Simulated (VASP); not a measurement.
A run of VASP 6.6.1 is set up as follows.

Contents of INCAR:

```
SYSTEM = BiTe
PREC     = Accurate       ! precision mode
ENCUT    = 520            ! plane-wave cutoff, eV
EDIFF    = 1E-6           ! SCF threshold, eV
ISMEAR   = -1             ! smearing method
SIGMA    = 0.15           ! smearing width, eV
LREAL    = .False.        ! projectors in reciprocal space
LASPH    = .True.         ! aspherical terms in the spheres
NELM     = 100            ! most SCF steps
ALGO     = Normal         ! electronic algorithm
ISIF     = 2              ! what is computed and relaxed
LWAVE    = .False.        ! write WAVECAR
LCHARG   = .False.        ! write CHGCAR
GGA      = PE             ! functional
NBANDS   = 18             ! bands
```

File KPOINTS:

```
regular mesh
0
Gamma
  12 12 12
  0 0 0
```

File POSCAR:

```
BiTe
1.0
    0.0000000000      3.2548796324      3.2548796324
    3.2548796324      0.0000000000      3.2548796324
    3.2548796324      3.2548796324      0.0000000000
Bi Te
1 1
Direct
    0.0000000000      0.0000000000      0.0000000000
    0.5000000000      0.5000000000      0.5000000000
```

Potentials or basis: VASP PAW PBE potentials, release 64 (Bi_d, Te).

Command:

```console
$ cat potpaw_PBE.64/Bi_d/POTCAR potpaw_PBE.64/Te/POTCAR > POTCAR
$ mpirun -np 1 vasp_std > vasp.out
```

Task: What does it give for the pressure?

Result: -0.1 GPa.
